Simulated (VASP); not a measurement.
# Ba (Im-3m) in VASP: notebook

The runs below take Ba through single point, with r2SCAN.

Everything below comes from runs of VASP 6.6.1. Logs are shortened: lines on timing, memory, paths and dates and some standing lists are left out, and cuts for length are marked.

## (1) The cell of the first run

Symmetry: Im-3m, No. 229, cubic system. Conventional cell: a = 4.965 Å, b = 4.965 Å, c = 4.965 Å, α = 90.00°, β = 90.00°, γ = 90.00°. Within 5.6 Å of Ba (site symmetry m-3m) lie 14 Ba at 4.30 to 4.96 Å.

## (2) Single point, r2SCAN (volume scaled by 0.94)

POSCAR reads:

```
Ba
1.0
   -2.4822621942      2.4822621942      2.4822621942
    2.4822621942     -2.4822621942      2.4822621942
    2.4822621942      2.4822621942     -2.4822621942
Ba
1
Direct
    0.0000000000      0.0000000000      0.0000000000
```

INCAR.step1 reads:

```
SYSTEM = Ba
PREC = Accurate ; ENCUT = 520
ISMEAR = 0 ; SIGMA = 0.1
LREAL = .False. ; LASPH = .True.
NELM = 80 ; NBANDS = 11
GGA = PE ; ALGO = Normal
EDIFF = 1E-4 ; LWAVE = .True.
LCHARG = .False.
```

INCAR.step2 reads:

```
SYSTEM = Ba
PREC = Accurate ; ENCUT = 520
EDIFF = 1E-7 ; ISMEAR = 0
SIGMA = 0.1 ; LREAL = .False.
LASPH = .True. ; NELM = 80
ALGO = Normal ; ISIF = 2
LWAVE = .False. ; LCHARG = .False.
METAGGA = R2SCAN ; LMIXTAU = .True.
NBANDS = 11 ; ISTART = 1
```

KPOINTS reads:

```
regular mesh
0
Gamma
  12 12 12
  0 0 0
```

Potentials or basis: VASP PAW PBE potentials, release 64 (Ba_sv).

Run with:

```sh
$ cat potpaw_PBE.64/Ba_sv/POTCAR > POTCAR
$ cp INCAR.step1 INCAR
$ mpirun -np 1 vasp_std > vasp.out
$ cp INCAR.step2 INCAR
$ mpirun -np 1 vasp_std > vasp.out
```

OUTCAR:

```text
SYSTEM = Ba
   PREC = Accurate
   ENCUT = 520
   EDIFF = 1E-7
   ISMEAR = 0
   LREAL = .False.
   LASPH = .True.
   NELM = 80
   ISIF = 2
   METAGGA = R2SCAN
   ISTART = 1

 ion  position               nearest neighbor table
   1  0.000  0.000  0.000-

  LATTYP: Found a body centered cubic cell.
 ALAT       =     4.9645243884

  Lattice vectors:

 A1 = (  -2.4822621942,   2.4822621942,   2.4822621942)
 A2 = (   2.4822621942,  -2.4822621942,   2.4822621942)
 A3 = (   2.4822621942,   2.4822621942,  -2.4822621942)

Analysis of symmetry for initial positions (statically):
=====================================================================
 Subroutine PRICEL returns:
 Original cell was already a primitive cell.

 Routine SETGRP: Setting up the symmetry group for a
 body centered cubic supercell.

 Subroutine GETGRP returns: Found 48 space group operations
 (whereof 48 operations were pure point group operations)
 out of a pool of 48 trial point group operations.

The static configuration has the point symmetry O_h .

Analysis of symmetry for dynamics (positions and initial velocities):
=====================================================================
 Subroutine PRICEL returns:
 Original cell was already a primitive cell.

 Routine SETGRP: Setting up the symmetry group for a
 body centered cubic supercell.

 Subroutine GETGRP returns: Found 48 space group operations
 (whereof 48 operations were pure point group operations)
 out of a pool of 48 trial point group operations.

The dynamic configuration has the point symmetry O_h .

 Subroutine INISYM returns: Found 48 space group operations
 (whereof 48 operations are pure point group operations),
 and found     1 'primitive' translations

----------------------------------------------------------------------------------------

                                     Primitive cell

  volume of cell :      61.1791

  direct lattice vectors                    reciprocal lattice vectors
    -2.482262194  2.482262194  2.482262194     0.000000000  0.201429165  0.201429165
     2.482262194 -2.482262194  2.482262194     0.201429165  0.000000000  0.201429165
     2.482262194  2.482262194 -2.482262194     0.201429165  0.201429165  0.000000000

  length of vectors
     4.299404238  4.299404238  4.299404238     0.284863856  0.284863856  0.284863856

  position of ions in fractional coordinates (direct lattice)
     0.000000000  0.000000000  0.000000000

  ion indices of the primitive-cell ions
   primitive index   ion index
                 1           1
[... 73 lines left out ...]
   LREAL  =      F    real-space projection
   EDIFFG = 0.1E-05   stopping-criterion for IOM
   NSW    =      0    number of steps for IOM
   IBRION =     -1    ionic relax: 0-MD 1-quasi-New 2-CG
   NFREE  =      0    steps in history (QN), initial steepest desc. (CG)
   ISIF   =      2    stress and relaxation
   ISYM   =      2    0-nonsym 1-usesym 2-fastsym
   POTIM  = 0.5000    time-step for ionic-motion
   TEBEG  =    0.0;   TEEND  =   0.0 temperature during run
   PSTRESS=    0.0 pullay stress
   NELECT =      10.0000    total number of electrons
   NUPDOWN=      -1.0000    fix difference up-down
   EMIN   =  10.00;   EMAX   =-10.00  energy-range for DOS
   EFERMI =   0.00;   METHOD = LEGACY
   ISMEAR =     0;   SIGMA  =   0.10  broadening in eV -4-tet -1-fermi 0-gaus
   EFERMI_NEDOS =   21; number of points for ismear=-14 and -15
   IALGO  =     38    algorithm
   IMIX   =      4    mixing-type and parameters
     AMIX     =   0.40;   BMIX     =  1.00
     AMIX_MAG =   1.60;   BMIX_MAG =  1.00
  volume/ion in A,a.u.               =      61.18       412.86
  Fermi-wavevector in a.u.,A,eV,Ry     =   0.895105  1.691503 10.901157  0.801212
  Thomas-Fermi vector in A             =   2.017394
   LORBIT       =      0    0 simple, 1 ext, 2 COOP (PROOUT), +10 PAW based schemes
   METAGGA = R2SCAN    functional components
   LHFCALC =     F    Hartree Fock is set to
   AEXX    =    0.0000 exact exchange contribution
   IVDW    =     0    specifies the selected vdW correction
   LEPSILON=     F    determine dielectric tensor
   LRPA    =     F    only Hartree local field effects (RPA)
 non-spin polarized calculation
 Gauss-broadening in eV      SIGMA  =   0.10
  energy-cutoff  :      520.00
  volume of cell :       61.18
 maximum number of plane-waves:      1686
   NGX = 15   NGY = 15   NGZ = 15

 number of electron       9.9999998 magnetization

 Free energy of the ion-electron system (eV)
  ---------------------------------------------------
  ext. energy  EPLUGINS =         0.00000000
  ---------------------------------------------------
  free energy    TOTEN  =       -26.42837102 eV

  energy without entropy =      -26.42282886  energy(sigma->0) =      -26.42559994

 E-fermi :   1.8222     XC(G=0):  -7.9300

 val. band max:        1.8216230354   @ k =  -0.4167  -0.4167   0.1667
 cond. band min:       1.8274939592   @ k =   0.2500   0.2500   0.0833
 fundamental gap:      0.0058709239
 Fermi energy:         1.8222270294

 k-point     1 :       0.0000    0.0000    0.0000
  band No.  band energies     occupation
      1     -28.0377      2.00000
      2     -12.5522      2.00000
      3     -12.5522      2.00000
      4     -12.5522      2.00000
      5      -1.0645      2.00000
      6       3.9995      0.00000
      7       3.9995      0.00000
      8       3.9995      0.00000
      9       5.3803      0.00000
     10       5.3803      0.00000
     11       9.2111      0.00000
[... 309 lines left out ...]
 k-point    24 :       0.4167    0.0833    0.0833
  band No.  band energies     occupation
      1     -27.9834      2.00000
      2     -13.0402      2.00000
      3     -12.7392      2.00000
      4     -12.5930      2.00000
      5       1.2269      2.00000
      6       2.5923      0.00000
      7       2.9739      0.00000
      8       5.5873      0.00000
      9       6.0594      0.00000
     10       7.8184      0.00000
     11       8.3070      0.00000

 [... further k-points ...]
[... 5 lines left out ...]
  --------------------------------------------------------------------------------------
  -------------------------------------------------------------------------------------
  Total        0.2333383      0.2333383      0.2333383     -0.0000000     -0.0000000     -0.0000000
  in kB        6.1107376      6.1107376      6.1107376     -0.0000000     -0.0000000     -0.0000000
  external PRESSURE =       6.1107376 kB  Pullay stress =       0.0000000 kB

 VOLUME and BASIS-vectors are now :
 -----------------------------------------------------------------------------
  energy-cutoff  :      520.00
  volume of cell :       61.18
      direct lattice vectors                 reciprocal lattice vectors
    -2.482262194  2.482262194  2.482262194     0.000000000  0.201429165  0.201429165
     2.482262194 -2.482262194  2.482262194     0.201429165  0.000000000  0.201429165
     2.482262194  2.482262194 -2.482262194     0.201429165  0.201429165  0.000000000

 POSITION                                       TOTAL-FORCE (eV/Angst)
 -----------------------------------------------------------------------------------
      0.00000      0.00000      0.00000        -0.000000     -0.000000     -0.000000
 -----------------------------------------------------------------------------------
    total drift:                               -0.000000      0.000000      0.000000

  FREE ENERGIE OF THE ION-ELECTRON SYSTEM (eV)
  ---------------------------------------------------
  free  energy   TOTEN  =       -26.4283710211 eV

  energy  without entropy=      -26.4228288587  energy(sigma->0) =      -26.42559994
```

OUTCAR.step1:

```text
SYSTEM = Ba
   PREC = Accurate
   ENCUT = 520
   ISMEAR = 0
   LREAL = .False.
   LASPH = .True.
   NELM = 80
[... 554 lines left out ...]
 -----------------------------------------------------------------------------------
      0.00000      0.00000      0.00000         0.000000     -0.000000     -0.000000
 -----------------------------------------------------------------------------------
    total drift:                                0.000000      0.000000     -0.000000

  FREE ENERGIE OF THE ION-ELECTRON SYSTEM (eV)
  ---------------------------------------------------
  free  energy   TOTEN  =        -1.9082194018 eV

  energy  without entropy=       -1.9018298685  energy(sigma->0) =       -1.90502464
```

OSZICAR.step1:

```text
N       E                     dE             d eps       ncg     rms          rms(c)
DAV:   1     0.536711770854E+02    0.53671E+02   -0.42546E+03  1584   0.751E+02
DAV:   2     0.605425738497E+00   -0.53066E+02   -0.51759E+02  1918   0.136E+02
DAV:   3    -0.182509973754E+01   -0.24305E+01   -0.24167E+01  1990   0.306E+01
DAV:   4    -0.190602434153E+01   -0.80925E-01   -0.80742E-01  2110   0.496E+00
DAV:   5    -0.190851919589E+01   -0.24949E-02   -0.24946E-02  2055   0.685E-01    0.168E+00
DAV:   6    -0.190778938180E+01    0.72981E-03   -0.40888E-03  1941   0.565E-01    0.997E-01
DAV:   7    -0.190800769702E+01   -0.21832E-03   -0.67415E-03  1868   0.852E-01    0.448E-02
DAV:   8    -0.190820740242E+01   -0.19971E-03   -0.35650E-04  2289   0.109E-01    0.331E-02
DAV:   9    -0.190821940182E+01   -0.11999E-04   -0.90876E-06  1026   0.243E-02
   1 F= -.19082194E+01 E0= -.19050246E+01  d E =-.638953E-02
```

Run time: 82 s. Hardware: 1 thread of Intel Xeon 6975P-C, shared host; peak memory 0.21 GiB.

Results:

| Quantity | Value |
| --- | --- |
| Free energy | -26.4284 eV |
| Pressure | 0.6 GPa |
| Band gap on the k mesh | zero (band 5 reaches 2.43 eV, above the bottom of band 6 at 1.15 eV) |

Caveat: the cell differs from its parent crystal (volume scaled by 0.94); the PAW data sets were made with another functional, which shifts forces and pressure a little; spin-orbit coupling is left out, which moves the levels of the heavy elements.

## (3) Single point, r2SCAN (volume scaled by 0.97)

POSCAR reads:

```
Ba
1.0
   -2.5083931902      2.5083931902      2.5083931902
    2.5083931902     -2.5083931902      2.5083931902
    2.5083931902      2.5083931902     -2.5083931902
Ba
1
Direct
    0.0000000000      0.0000000000      0.0000000000
```

INCAR.step1 reads:

```
SYSTEM = Ba
PREC     = Accurate       ! precision mode
ENCUT    = 520            ! plane-wave cutoff, eV
ISMEAR   = 0              ! smearing method
SIGMA    = 0.1            ! smearing width, eV
LREAL    = .FALSE.        ! projectors in reciprocal space
LASPH    = .TRUE.         ! aspherical terms in the spheres
NELM     = 100            ! most SCF steps
NBANDS   = 11             ! bands
GGA      = PE             ! functional
ALGO     = Normal         ! electronic algorithm
EDIFF    = 1E-4           ! SCF threshold, eV
LWAVE    = .TRUE.         ! write WAVECAR
LCHARG   = .FALSE.        ! write CHGCAR
```

INCAR.step2 reads:

```
SYSTEM = Ba
PREC     = Accurate       ! precision mode
ENCUT    = 520            ! plane-wave cutoff, eV
EDIFF    = 1E-6           ! SCF threshold, eV
ISMEAR   = 0              ! smearing method
SIGMA    = 0.1            ! smearing width, eV
LREAL    = .FALSE.        ! projectors in reciprocal space
LASPH    = .TRUE.         ! aspherical terms in the spheres
NELM     = 100            ! most SCF steps
ALGO     = Normal         ! electronic algorithm
ISIF     = 2              ! what is computed and relaxed
LWAVE    = .FALSE.        ! write WAVECAR
LCHARG   = .FALSE.        ! write CHGCAR
METAGGA  = R2SCAN         ! meta-GGA
LMIXTAU  = .TRUE.       
NBANDS   = 11             ! bands
ISTART   = 1
```

KPOINTS reads:

```
regular mesh
0
G
  12 12 12
  0 0 0
```

Potentials or basis: VASP PAW PBE potentials, release 64 (Ba_sv).

Run with:

```sh
$ cat potpaw_PBE.64/Ba_sv/POTCAR > POTCAR
$ cp INCAR.step1 INCAR
$ mpirun -np 1 vasp_std > vasp.out
$ cp INCAR.step2 INCAR
$ mpirun -np 1 vasp_std > vasp.out
```

Wall time 91 s (1 thread of Intel Xeon 6975P-C, shared host); peak memory 0.21 GiB.

The run converged. Its results:

| Property | Result |
| --- | --- |
| Free energy | -26.4340 eV |
| Pressure | 0.3 GPa |
| Band gap on the k mesh | zero (band 5 reaches 2.29 eV, above the bottom of band 6 at 1.10 eV) |

Levels at points of the mesh, in eV from the Fermi level:
```csv
k point,band 2,band 3,band 4,band 5,band 6,band 7,band 8,band 9
"(0.00, 0.00, 0.00)",-14.44,-14.44,-14.44,-2.88,2.14,2.14,2.14,3.49
"(0.50, 0.00, 0.00)",-14.92,-14.59,-14.45,-0.87,0.89,1.21,3.54,4.11
"(0.50, 0.50, 0.50)",-14.76,-14.76,-14.76,-0.62,-0.62,4.70,4.70,4.70
```

Caveat: the cell differs from its parent crystal (volume scaled by 0.97); the PAW data sets were made with another functional, which shifts forces and pressure a little; spin-orbit coupling is left out, which moves the levels of the heavy elements.

## (4) Single point, r2SCAN

This run uses another cell than the first one, of 65.08 Å³/atom, 1.064 times its volume.

POSCAR reads:

```
Ba
1.0
   -2.5339908070      2.5339908070      2.5339908070
    2.5339908070     -2.5339908070      2.5339908070
    2.5339908070      2.5339908070     -2.5339908070
Ba
1
Direct
    0.0000000000      0.0000000000      0.0000000000
```

INCAR.step1 reads:

```
SYSTEM = Ba
ALGO     = Normal         ! electronic algorithm
EDIFF    = 1E-4           ! SCF threshold, eV
ENCUT    = 520            ! plane-wave cutoff, eV
GGA      = PE             ! functional
ISMEAR   = 0              ! smearing method
LASPH    = .True.         ! aspherical terms in the spheres
LCHARG   = .False.        ! write CHGCAR
LREAL    = .False.        ! projectors in reciprocal space
LWAVE    = .True.         ! write WAVECAR
NBANDS   = 11             ! bands
NELM     = 60             ! most SCF steps
PREC     = Accurate       ! precision mode
SIGMA    = 0.1            ! smearing width, eV
```

INCAR.step2 reads:

```
SYSTEM = Ba
ALGO     = Normal         ! electronic algorithm
EDIFF    = 1E-7           ! SCF threshold, eV
ENCUT    = 520            ! plane-wave cutoff, eV
ISIF     = 2              ! what is computed and relaxed
ISMEAR   = 0              ! smearing method
ISTART   = 1            
LASPH    = .True.         ! aspherical terms in the spheres
LCHARG   = .True.         ! write CHGCAR
LELF     = .True.         ! ELF
LMIXTAU  = .True.       
LREAL    = .False.        ! projectors in reciprocal space
LVHAR    = .True.       
LWAVE    = .False.        ! write WAVECAR
METAGGA  = R2SCAN         ! meta-GGA
NBANDS   = 11             ! bands
NELM     = 60             ! most SCF steps
PREC     = Accurate       ! precision mode
SIGMA    = 0.1            ! smearing width, eV
```

KPOINTS reads:

```
k-points
0
Gamma
  12 12 12
  0 0 0
```

Run with:

```sh
$ cat potpaw_PBE.64/Ba_sv/POTCAR > POTCAR
$ cp INCAR.step1 INCAR
$ mpirun -np 1 vasp_std > vasp.out
$ cp INCAR.step2 INCAR
$ mpirun -np 1 vasp_std > vasp.out
```

It took 2.7 min on 1 thread of Intel Xeon 6975P-C, shared host; peak memory 0.24 GiB.

Results (log left out):

- Free energy: -26.4362 eV
- Pressure: 0.1 GPa
- Band gap on the k mesh: zero (band 5 reaches 2.16 eV, above the bottom of band 6 at 1.04 eV)

Levels at points of the mesh, in eV from the Fermi level:
```tsv
k point	band 3	band 4	band 5	band 6	band 7	band 8
(0.00, 0.00, 0.00)	-14.51	-14.51	-2.86	2.11	2.11	2.11
(0.50, 0.00, 0.00)	-14.65	-14.52	-0.85	0.89	1.12	3.46
(0.50, 0.50, 0.50)	-14.80	-14.80	-0.57	-0.57	4.54	4.54
```

Caveat: the PAW data sets were made with another functional, which shifts forces and pressure a little; spin-orbit coupling is left out, which moves the levels of the heavy elements.

[end of part 1 of 2]
